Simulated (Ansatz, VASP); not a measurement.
**One calculation of ZnSe, two programs**

The input POSCAR:

```
ZnSe
1.0
    0.0000000000      2.9915496886      2.5428172353
    2.9915496886      0.0000000000      2.5428172353
    2.9915496886      2.9915496886      0.0000000000
Zn Se
1 1
Direct
    0.0000000000      0.0000000000      0.0000000000
    0.7500000000      0.7500000000      0.7500000000
```

The input INCAR.step1:

```
SYSTEM = ZnSe
PREC     = Accurate       ! precision mode
ENCUT    = 520            ! plane-wave cutoff, eV
ISMEAR   = 0              ! smearing method
SIGMA    = 0.05           ! smearing width, eV
LREAL    = .FALSE.        ! projectors in reciprocal space
LASPH    = .TRUE.         ! aspherical terms in the spheres
NELM     = 80             ! most SCF steps
NBANDS   = 16             ! bands
GGA      = PE             ! functional
ALGO     = Normal         ! electronic algorithm
EDIFF    = 1E-4           ! SCF threshold, eV
LWAVE    = .TRUE.         ! write WAVECAR
LCHARG   = .FALSE.        ! write CHGCAR
```

INCAR.step2

```
SYSTEM = ZnSe
PREC     = Accurate       ! precision mode
ENCUT    = 520            ! plane-wave cutoff, eV
EDIFF    = 1E-7           ! SCF threshold, eV
ISMEAR   = 0              ! smearing method
SIGMA    = 0.05           ! smearing width, eV
LREAL    = .FALSE.        ! projectors in reciprocal space
LASPH    = .TRUE.         ! aspherical terms in the spheres
NELM     = 80             ! most SCF steps
ALGO     = Normal         ! electronic algorithm
ISIF     = 2              ! what is computed and relaxed
LWAVE    = .FALSE.        ! write WAVECAR
LCHARG   = .FALSE.        ! write CHGCAR
METAGGA  = R2SCAN         ! meta-GGA
LMIXTAU  = .TRUE.       
NBANDS   = 16             ! bands
ISTART   = 1
```

File KPOINTS:

```
regular mesh
0
G
  10 10 10
  0 0 0
```

Input for Ansatz:

```yaml
crystal:
  lattice:
    - [0.0, 2.9915496886, 2.5428172353]
    - [2.9915496886, 0.0, 2.5428172353]
    - [2.9915496886, 2.9915496886, 0.0]
  atoms:
    - { symbol: Zn, position: [0.0, 0.0, 0.0] }
    - { symbol: Se, position: [0.75, 0.75, 0.75] }
basis:
  ecutwfc: 500
kpoints:
  mp_grid: { grid: [10, 10, 10] }
hamiltonian:
  xc: r2scan
scf:
  occupations: { method: gaussian, width: 0.05 }
output:
  forces: true
  stress: true
  eigenvalues: true
```

Alike in both runs: task single point; functional r2SCAN; k mesh 10 × 10 × 10; occupations gaussian, width 0.05 eV; no spin polarisation.

```csv
,VASP,Ansatz
version,VASP 6.6.1,Ansatz 0.2.0
potentials or method,"VASP PAW PBE potentials, release 64 (Zn, Se), cutoff 520 eV","scalar-relativistic, plane waves, PAW"
valence electrons in the cell,18,28
```

|  | VASP | Ansatz | Ansatz less VASP |
| --- | --- | --- | --- |
| gap on the k mesh at the Fermi level (eV) | 1.50 | 1.50 | -0.003 |
| least direct gap on the mesh (eV) | 1.50 | 1.50 | -0.003 |
| pressure (GPa) | -0.5 | -0.6 | -0.11 |
| traceless stress, the component that is largest in VASP (GPa) | 2.93 | 2.92 | -0.004 |

VASP's potentials were made for PBE, not for r2SCAN. VASP's potentials hold 18 valence electrons a cell and Ansatz's 28, so a difference there can come from the potentials and not from the codes.
